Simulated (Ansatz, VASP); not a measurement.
Two plane-wave programs on PbO

```
CELL_PARAMETERS angstrom
3.97440 0.00000 0.00000
0.00000 3.97440 0.00000
0.00000 0.00000 5.02200
ATOMIC_POSITIONS crystal
Pb 0.00000 0.50000 0.23510
Pb 0.50000 0.00000 0.76490
O 0.00000 0.00000 0.00000
O 0.50000 0.50000 0.00000
```

Alike in both runs: task relaxation of cell and atoms; functional PBE; k mesh 4 × 4 × 4; occupations gaussian, width 0.1 eV; no spin polarisation.

```csv
,VASP,Ansatz
version,VASP 6.6.1,Ansatz 0.2.0
potentials or method,"VASP PAW PBE potentials, release 64 (Pb_d, O), cutoff 600 eV","scalar-relativistic, plane waves, PAW"
valence electrons in the cell,40,40
```

Ansatz gave:

```
gap on the k mesh at the Fermi level, each at its own relaxed structure (eV) : 1.73
relaxed volume (Å³/atom)                                                     : 22.62
relaxed cell length with the largest relative difference (Å)                 : 4.060
```

Q: Estimate VASP's values.

A: gap on the k mesh at the Fermi level, each at its own relaxed structure (eV): 1.72; relaxed volume (Å³/atom): 22.56; relaxed cell length with the largest relative difference (Å): 4.052.

Spin-orbit coupling is off throughout.
